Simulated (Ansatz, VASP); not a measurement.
One calculation of CdH2O2, two programs

```
Cd H O
1.0
     3.51553    0.00000    0.00000
    -1.75776    3.04453    0.00000
     0.00000    0.00000    4.50369
Cd H O
1 2 2
Direct
  0.00000 0.00000 0.00000
  0.66667 0.33333 0.55096
  0.33333 0.66667 0.44904
  0.66667 0.33333 0.75937
  0.33333 0.66667 0.24063
```

Change from the starting cell: strain +0.000 along x and y, -0.030 along z, atoms carried along.

Alike in both runs: task single point; functional PBEsol; k mesh 9 × 9 × 6; occupations gaussian, width 0.05 eV; no spin polarisation.

```csv
,VASP,Ansatz
version,VASP 6.6.1,Ansatz 0.2.0
potentials or method,"VASP PAW PBE potentials, release 64 (Cd, H, O), cutoff 520 eV","scalar-relativistic, plane waves, PAW"
valence electrons in the cell,26,34
```

|  | VASP | Ansatz | Ansatz less VASP |
| --- | --- | --- | --- |
| gap on the k mesh at the Fermi level (eV) | 1.71 | 1.72 | +0.013 |
| least direct gap on the mesh (eV) | 2.10 | 2.11 | +0.012 |
| pressure (GPa) | 5.6 | 4.6 | -1.04 |
| traceless stress, the component that is largest in VASP (GPa) | 9.71 | 9.06 | -0.655 |
| rms of the force components (eV/Å) | 1.128 | 1.042 | -0.0860 |

VASP's potentials were made for PBE, not for PBEsol. Atom by atom the forces differ by 0.089 eV/Å (rms over components). VASP's potentials hold 26 valence electrons a cell and Ansatz's 34, so a difference there can come from the potentials and not from the codes.
